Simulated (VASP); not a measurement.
# BeS in VASP: further runs

BeS is run at these levels: r2SCAN; tasks: single point.

Program: VASP 6.6.1. These are calculated values, not measurements. Logs are shortened: lines on timing, memory, paths and dates and some standing lists are left out, and cuts for length are marked.

**1. The cell of the first run**

Symmetry: I4/mmm, No. 139, tetragonal system. The conventional cell has a = 3.294 Å, b = 3.294 Å, c = 4.615 Å, α = 90.00°, β = 90.00°, γ = 90.00°. Be (site symmetry 4/mmm) has 6 S at 2.31 to 2.33 Å within 3.0 Å. S (site symmetry 4/mmm) has 6 Be at 2.31 to 2.33 Å within 3.0 Å.

**2. Single point, r2SCAN (epitaxial xy strain +0.5%)**

Contents of POSCAR:

```
BeS
1.0
    0.0000000000      2.3288836829      2.3073523921
    2.3288836829      0.0000000000      2.3073523921
    2.3288836829      2.3288836829      0.0000000000
Be S
1 1
Direct
    0.0000000000      0.0000000000      0.0000000000
    0.5000000000      0.5000000000      0.5000000000
```

Contents of INCAR.step1:

```
SYSTEM = BeS
  PREC = Accurate
  ENCUT = 520
  ISMEAR = 0
  SIGMA = 0.01
  LREAL = .False.
  LASPH = .True.
  NELM = 60
  NBANDS = 11
  GGA = PE
  ALGO = Normal
  EDIFF = 1E-4
  LWAVE = .True.
  LCHARG = .False.
```

Contents of INCAR.step2:

```
SYSTEM = BeS
  PREC = Accurate
  ENCUT = 520
  EDIFF = 1E-6
  ISMEAR = 0
  SIGMA = 0.01
  LREAL = .False.
  LASPH = .True.
  NELM = 60
  ALGO = Normal
  ISIF = 2
  LWAVE = .False.
  LCHARG = .False.
  METAGGA = R2SCAN
  LMIXTAU = .True.
  NBANDS = 11
  ISTART = 1
```

Contents of KPOINTS:

```
regular mesh
0
Gamma
  10 10 10
  0 0 0
```

Potentials or basis: VASP PAW PBE potentials, release 64 (Be, S).

Run with:

```sh
cat potpaw_PBE.64/Be/POTCAR potpaw_PBE.64/S/POTCAR > POTCAR
cp INCAR.step1 INCAR
mpirun -np 1 vasp_std > vasp.out
cp INCAR.step2 INCAR
mpirun -np 1 vasp_std > vasp.out
```

OUTCAR:

```text
SYSTEM = BeS
   PREC = Accurate
   ENCUT = 520
   EDIFF = 1E-6
   ISMEAR = 0
   LREAL = .False.
   LASPH = .True.
   NELM = 60
   ISIF = 2
   METAGGA = R2SCAN
   ISTART = 1

 ion  position               nearest neighbor table
   1  0.000  0.000  0.000-   2 2.31   2 2.31   2 2.33   2 2.33   2 2.33   2 2.33
   2  0.500  0.500  0.500-   1 2.31   1 2.31   1 2.33   1 2.33   1 2.33   1 2.33

  LATTYP: Found a body centered tetragonal cell.
 ALAT       =     3.2935388895
 C/A-ratio  =     1.4011386958

  Lattice vectors:

 A1 = (   0.0000000000,  -2.3288836829,  -2.3073523921)
 A2 = (   0.0000000000,   2.3288836829,  -2.3073523921)
 A3 = (   2.3288836829,   0.0000000000,   2.3073523921)

Analysis of symmetry for initial positions (statically):
=====================================================================
 Subroutine PRICEL returns:
 Original cell was already a primitive cell.

 Routine SETGRP: Setting up the symmetry group for a
 body centered tetragonal supercell.

 Subroutine GETGRP returns: Found 16 space group operations
 (whereof 16 operations were pure point group operations)
 out of a pool of 16 trial point group operations.

The static configuration has the point symmetry D_4h.

Analysis of symmetry for dynamics (positions and initial velocities):
=====================================================================
 Subroutine PRICEL returns:
 Original cell was already a primitive cell.

 Routine SETGRP: Setting up the symmetry group for a
 body centered tetragonal supercell.

 Subroutine GETGRP returns: Found 16 space group operations
 (whereof 16 operations were pure point group operations)
 out of a pool of 16 trial point group operations.

The dynamic configuration has the point symmetry D_4h.

 Subroutine INISYM returns: Found 16 space group operations
 (whereof 16 operations are pure point group operations),
 and found     1 'primitive' translations

----------------------------------------------------------------------------------------

                                     Primitive cell

  volume of cell :      25.0288

  direct lattice vectors                    reciprocal lattice vectors
     0.000000000  2.328883683  2.307352392    -0.214695136  0.214695136  0.216698586
     2.328883683  0.000000000  2.307352392     0.214695136 -0.214695136  0.216698586
     2.328883683  2.328883683  0.000000000     0.214695136  0.214695136 -0.216698586

  length of vectors
     3.278349321  3.278349321  3.293538890     0.373023163  0.373023163  0.373023163

  position of ions in fractional coordinates (direct lattice)
     0.000000000  0.000000000  0.000000000
     0.500000000  0.500000000  0.500000000

  ion indices of the primitive-cell ions
   primitive index   ion index
                 1           1
                 2           2

----------------------------------------------------------------------------------------

 KPOINTS: regular mesh

Automatic generation of k-mesh.
 Grid dimensions read from file:
 generate k-points for:   10   10   10

 Generating k-lattice:

  Cartesian coordinates                     Fractional coordinates (reciprocal lattice)
    -0.021469514  0.021469514  0.021669859     0.100000000  0.000000000  0.000000000
     0.021469514 -0.021469514  0.021669859     0.000000000  0.100000000  0.000000000
     0.021469514  0.021469514 -0.021669859     0.000000000  0.000000000  0.100000000

  Length of vectors
     0.037302316  0.037302316  0.037302316

  Shift w.r.t. Gamma in fractional coordinates (k-lattice)
     0.000000000  0.000000000  0.000000000

 Subroutine IBZKPT returns following result:
 ===========================================

 Found    102 irreducible k-points:

 Following reciprocal coordinates:
            Coordinates               Weight
  0.000000  0.000000  0.000000      1.000000
  0.100000  0.000000  0.000000      8.000000
  0.200000  0.000000  0.000000      8.000000
  0.300000  0.000000  0.000000      8.000000
  0.400000  0.000000  0.000000      8.000000
  0.500000  0.000000  0.000000      4.000000
[... 16 lines left out ...]
  0.300000  0.300000  0.000000      2.000000
  0.400000  0.300000  0.000000      8.000000
 [... further k-points ...]
   k-points           NKPTS =    102   k-points in BZ     NKDIM =    102   number of bands    NBANDS=     11
   number of dos      NEDOS =    301   number of ions     NIONS =      2
   total plane-waves  NPLWV =  13824
   dimension x,y,z NGX =    24 NGY =   24 NGZ =   24
   dimension x,y,z NGXF=    48 NGYF=   48 NGZF=   48
   ions per type =               1   1
   NGX,Y,Z   is equivalent  to a cutoff of  12.17, 12.17, 12.11 a.u.
   NGXF,Y,Z  is equivalent  to a cutoff of  24.34, 24.34, 24.23 a.u.
 SYSTEM =  BeS
   PREC   = accura    normal or accurate (medium, high low for compatibility)
   ISTART =      1    job   : 0-new  1-cont  2-samecut
   ICHARG =      0    charge: 1-file 2-atom 10-const
   ISPIN  =      1    spin polarized calculation?
   LNONCOLLINEAR =      F non collinear calculations
   LSORBIT =      F    spin-orbit coupling
   LASPH  =      T    aspherical Exc in radial PAW
   ENCUT  =  520.0 eV  38.22 Ry    6.18 a.u.   6.10  6.10  6.12*2*pi/ulx,y,z
   NELM   =     60;   NELMIN=  2; NELMDL=  0     # of ELM steps
   EDIFF  = 0.1E-05   stopping-criterion for ELM
   LREAL  =      F    real-space projection
   EDIFFG = 0.1E-04   stopping-criterion for IOM
   NSW    =      0    number of steps for IOM
   IBRION =     -1    ionic relax: 0-MD 1-quasi-New 2-CG
   NFREE  =      0    steps in history (QN), initial steepest desc. (CG)
   ISIF   =      2    stress and relaxation
   ISYM   =      2    0-nonsym 1-usesym 2-fastsym
   POTIM  = 0.5000    time-step for ionic-motion
   TEBEG  =    0.0;   TEEND  =   0.0 temperature during run
   PSTRESS=    0.0 pullay stress
   NELECT =       8.0000    total number of electrons
   NUPDOWN=      -1.0000    fix difference up-down
   EMIN   =  10.00;   EMAX   =-10.00  energy-range for DOS
   EFERMI =   0.00;   METHOD = LEGACY
   ISMEAR =     0;   SIGMA  =   0.01  broadening in eV -4-tet -1-fermi 0-gaus
   EFERMI_NEDOS =   21; number of points for ismear=-14 and -15
   IALGO  =     38    algorithm
   IMIX   =      4    mixing-type and parameters
     AMIX     =   0.40;   BMIX     =  1.00
     AMIX_MAG =   1.60;   BMIX_MAG =  1.00
  volume/ion in A,a.u.               =      12.51        84.45
  Fermi-wavevector in a.u.,A,eV,Ry     =   1.119330  2.115228 17.046748  1.252901
  Thomas-Fermi vector in A             =   2.255969
   LORBIT       =      0    0 simple, 1 ext, 2 COOP (PROOUT), +10 PAW based schemes
   METAGGA = R2SCAN    functional components
   LHFCALC =     F    Hartree Fock is set to
   AEXX    =    0.0000 exact exchange contribution
   IVDW    =     0    specifies the selected vdW correction
   LEPSILON=     F    determine dielectric tensor
   LRPA    =     F    only Hartree local field effects (RPA)
 non-spin polarized calculation
 Gauss-broadening in eV      SIGMA  =   0.01
  energy-cutoff  :      520.00
  volume of cell :       25.03
 maximum number of plane-waves:       692
   NGX = 13   NGY = 13   NGZ = 13

 number of electron       7.9999998 magnetization

 Free energy of the ion-electron system (eV)
  ---------------------------------------------------
  ext. energy  EPLUGINS =         0.00000000
  ---------------------------------------------------
  free energy    TOTEN  =       -13.55147604 eV

  energy without entropy =      -13.55147604  energy(sigma->0) =      -13.55147604

 E-fermi :   6.4265     XC(G=0): -11.0648

 val. band max:        6.3250574749   @ k =  -0.2000   0.1000   0.0000
 cond. band min:       7.6406362623   @ k =   0.5000   0.5000   0.0000
 fundamental gap:      1.3155787874
 Fermi energy:         6.4264707758

 k-point     1 :       0.0000    0.0000    0.0000
  band No.  band energies     occupation
      1      -9.3267      2.00000
      2       6.0235      2.00000
      3       6.1389      2.00000
      4       6.1389      2.00000
      5      12.5027      0.00000
      6      15.7227      0.00000
      7      15.7227      0.00000
      8      15.8410      0.00000
      9      16.8865      0.00000
     10      16.8865      0.00000
     11      17.2174      0.00000

 k-point     2 :       0.1000    0.0000    0.0000
  band No.  band energies     occupation
      1      -9.1729      2.00000
      2       5.1657      2.00000
      3       6.0255      2.00000
      4       6.0855      2.00000
      5      12.8951      0.00000
      6      15.1998      0.00000
      7      15.3405      0.00000
      8      15.4597      0.00000
      9      16.3455      0.00000
     10      16.4144      0.00000
     11      17.3981      0.00000

 k-point     3 :       0.2000    0.0000    0.0000
  band No.  band energies     occupation
      1      -8.7278      2.00000
      2       3.2378      2.00000
      3       5.9402      2.00000
      4       5.9691      2.00000
      5      12.6216      0.00000
      6      13.4579      0.00000
      7      13.6010      0.00000
      8      16.2662      0.00000
      9      17.4504      0.00000
     10      17.4694      0.00000
     11      17.8774      0.00000

 k-point     4 :       0.3000    0.0000    0.0000
  band No.  band energies     occupation
      1      -8.0561      2.00000
      2       1.2261      2.00000
      3       5.8680      2.00000
      4       5.8786      2.00000
      5      11.8798      0.00000
      6      12.0498      0.00000
      7      12.1724      0.00000
      8      17.2280      0.00000
      9      19.0975      0.00000
     10      19.2035      0.00000
     11      19.2260      0.00000
[... 239 lines left out ...]
 k-point    22 :      -0.2000    0.2000    0.0000
  band No.  band energies     occupation
      1      -7.8234      2.00000
      2       1.8735      2.00000
      3       3.2156      2.00000
      4       6.1552      2.00000
      5      11.6931      0.00000
      6      11.6999      0.00000
      7      15.4225      0.00000
      8      15.5002      0.00000
      9      17.8357      0.00000
     10      19.5360      0.00000
     11      22.8679      0.00000

 k-point    23 :       0.3000    0.3000    0.0000
  band No.  band energies     occupation
      1      -7.5574      2.00000
      2       2.1691      2.00000
      3       3.9145      2.00000
      4       3.9145      2.00000
      5       9.0656      0.00000
      6      12.2684      0.00000
      7      17.5328      0.00000
      8      17.5328      0.00000
      9      17.6989      0.00000
     10      20.8190      0.00000
     11      23.2709      0.00000

 k-point    24 :       0.4000    0.3000    0.0000
  band No.  band energies     occupation
      1      -6.9512      2.00000
      2       1.0617      2.00000
      3       3.2957      2.00000
      4       3.6785      2.00000
      5       8.7268      0.00000
      6      12.3579      0.00000
      7      16.9161      0.00000
      8      17.4232      0.00000
      9      19.2966      0.00000
     10      22.6544      0.00000
     11      24.5674      0.00000

 [... further k-points ...]
[... 5 lines left out ...]
  --------------------------------------------------------------------------------------
  -------------------------------------------------------------------------------------
  Total       -0.1597782     -0.1597782     -0.0312904      0.0000000      0.0000000      0.0000000
  in kB      -10.2279516    -10.2279516     -2.0030082      0.0000000      0.0000000      0.0000000
  external PRESSURE =      -7.4863038 kB  Pullay stress =       0.0000000 kB

 VOLUME and BASIS-vectors are now :
 -----------------------------------------------------------------------------
  energy-cutoff  :      520.00
  volume of cell :       25.03
      direct lattice vectors                 reciprocal lattice vectors
     0.000000000  2.328883683  2.307352392    -0.214695136  0.214695136  0.216698586
     2.328883683  0.000000000  2.307352392     0.214695136 -0.214695136  0.216698586
     2.328883683  2.328883683  0.000000000     0.214695136  0.214695136 -0.216698586

 POSITION                                       TOTAL-FORCE (eV/Angst)
 -----------------------------------------------------------------------------------
      0.00000      0.00000      0.00000         0.000000      0.000000     -0.000000
      2.32888      2.32888      2.30735        -0.000000     -0.000000      0.000000
 -----------------------------------------------------------------------------------
    total drift:                               -0.000000     -0.000000      0.000000

  FREE ENERGIE OF THE ION-ELECTRON SYSTEM (eV)
  ---------------------------------------------------
  free  energy   TOTEN  =       -13.5514760412 eV

  energy  without entropy=      -13.5514760412  energy(sigma->0) =      -13.55147604
```

Wall time 29 s (1 thread of Intel Xeon 6975P-C (Granite Rapids), shared host); peak memory 0.15 GiB.

What came out:

```
Free energy            : -13.5515 eV
Pressure               : -0.7 GPa
Band gap on the k mesh : 1.32 eV (least direct gap 4.51 eV)
```

Stress tensor (GPa, compression positive):
```
-1.02  0.00  0.00
 0.00 -1.02  0.00
 0.00  0.00 -0.20
```

Caveat: the cell differs from its parent crystal (epitaxial xy strain +0.5%); the PAW data sets were made with another functional, which shifts forces and pressure a little. A k mesh can miss the band edges.

**3. Single point, r2SCAN (epitaxial 111 strain +5.0%)**

Contents of POSCAR:

```
BeS
1.0
   -0.0927196089      2.3404424479      2.3404424479
    2.3404424479     -0.0927196089      2.3404424479
    2.3404424479      2.3404424479     -0.0927196089
Be S
1 1
Direct
    0.0000000000      0.0000000000      0.0000000000
    0.5000000000      0.5000000000      0.5000000000
```

Contents of INCAR.step1:

```
SYSTEM = BeS
ALGO = Normal
EDIFF = 1E-4
ENCUT = 520
GGA = PE
ISMEAR = 0
LASPH = .TRUE.
LCHARG = .FALSE.
LREAL = .FALSE.
LWAVE = .TRUE.
NBANDS = 11
NELM = 80
PREC = Accurate
SIGMA = 0.01
```

Contents of INCAR.step2:

```
SYSTEM = BeS
ALGO = Normal
EDIFF = 1E-6
ENCUT = 520
ISIF = 2
ISMEAR = 0
ISTART = 1
LASPH = .TRUE.
LCHARG = .TRUE.
LELF = .TRUE.
LMIXTAU = .TRUE.
LREAL = .FALSE.
LVHAR = .TRUE.
LWAVE = .FALSE.
METAGGA = R2SCAN
NBANDS = 11
NELM = 80
PREC = Accurate
SIGMA = 0.01
```

Contents of KPOINTS:

```
k-points
0
G
  10 10 10
  0 0 0
```

Potentials or basis: VASP PAW PBE potentials, release 64 (Be, S).

Run with:

```sh
cat potpaw_PBE.64/Be/POTCAR potpaw_PBE.64/S/POTCAR > POTCAR
cp INCAR.step1 INCAR
mpirun -np 1 vasp_std > vasp.out
cp INCAR.step2 INCAR
mpirun -np 1 vasp_std > vasp.out
```

It took 76 s on 1 thread of Intel Xeon 6975P-C (Granite Rapids), shared host; peak memory 0.17 GiB.

The run converged. Its results:

```
Free energy            : -13.4471 eV
Pressure               : -8.2 GPa
Band gap on the k mesh : 0.98 eV (least direct gap 3.79 eV)
```

Stress tensor (GPa, compression positive):
```
-8.22  4.04  4.04
 4.04 -8.22  4.04
 4.04  4.04 -8.22
```

Levels at points of the mesh, in eV from the valence-band top:
```
           k point  band 1  band 2  band 3  band 4  band 5  band 6  band 7  band 8
(0.00, 0.00, 0.00)  -15.27   -0.78   -0.78    0.00    4.81    8.83    8.83    9.80
(0.50, 0.00, 0.00)  -13.29   -7.14   -0.77   -0.45    4.26    4.30    5.08   10.19
(0.50, 0.50, 0.00)  -12.31   -6.51   -3.51   -2.81    0.98    5.01   11.69   11.93
(0.50, 0.50, 0.50)  -12.94   -6.82   -1.09   -1.09    3.81    3.88    3.88    9.58
```

Caveat: the cell differs from its parent crystal (epitaxial 111 strain +5.0%); the cell stands under tension; the PAW data sets were made with another functional, which shifts forces and pressure a little.
